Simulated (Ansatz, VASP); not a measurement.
**Si: VASP beside Ansatz**

File INCAR:

```
SYSTEM = Si
  PREC = Accurate
  ENCUT = 520
  EDIFF = 1E-6
  ISMEAR = 0
  SIGMA = 0.15
  LREAL = .FALSE.
  LASPH = .TRUE.
  NELM = 60
  ALGO = Normal
  ISIF = 2
  LWAVE = .FALSE.
  LCHARG = .FALSE.
  GGA = PS
  NBANDS = 11
```

KPOINTS

```
regular mesh
0
G
  21 21 10
  0 0 0
```

The input POSCAR:

```
Si
1.0
    2.6255938468      0.0000000000      0.0000000000
   -1.3127969234      2.2738309713      0.0000000000
    0.0000000000      0.0000000000      4.5062692700
Si
2
Direct
    0.3333333333      0.6666666667      0.2500000000
    0.6666666667      0.3333333333      0.7500000000
```

Input for Ansatz:

```yaml
crystal:
  lattice:
    - [2.6255938468, 0.0, 0.0]
    - [-1.3127969234, 2.2738309713, 0.0]
    - [0.0, 0.0, 4.50626927]
  atoms:
    - { symbol: Si, position: [0.3333333333, 0.6666666667, 0.25] }
    - { symbol: Si, position: [0.6666666667, 0.3333333333, 0.75] }
basis:
  ecutwfc: 420
kpoints:
  mp_grid: { grid: [21, 21, 10] }
hamiltonian:
  xc: pbesol
scf:
  occupations: { method: gaussian, width: 0.15 }
output:
  forces: true
  stress: true
  eigenvalues: true
```

Change from the starting cell: strain -0.0150 x Voigt [1, 1, 0, 0, 0, 0], atoms carried along.

Alike in both runs: task single point; functional PBEsol; k mesh 21 × 21 × 10; occupations gaussian, width 0.15 eV; no spin polarisation.

|  | VASP | Ansatz |
| --- | --- | --- |
| version | VASP 6.6.1 | Ansatz 0.2.0 |
| potentials or method | VASP PAW PBE potentials, release 64 (Si), cutoff 520 eV | scalar-relativistic, plane waves, PAW |
| valence electrons in the cell | 8 | 8 |

```csv
,VASP,Ansatz,Ansatz less VASP
gap on the k mesh at the Fermi level (eV),none,none,-
pressure (GPa),3.9,3.7,-0.16
"traceless stress, the component that is largest in VASP (GPa)",-0.60,-0.61,-0.008
```

VASP's potentials were made for PBE, not for PBEsol. A gap of «none» marks a metal or a gap that the smearing closes. The functional is the same, so the differences come from potentials, cutoffs and numerics.
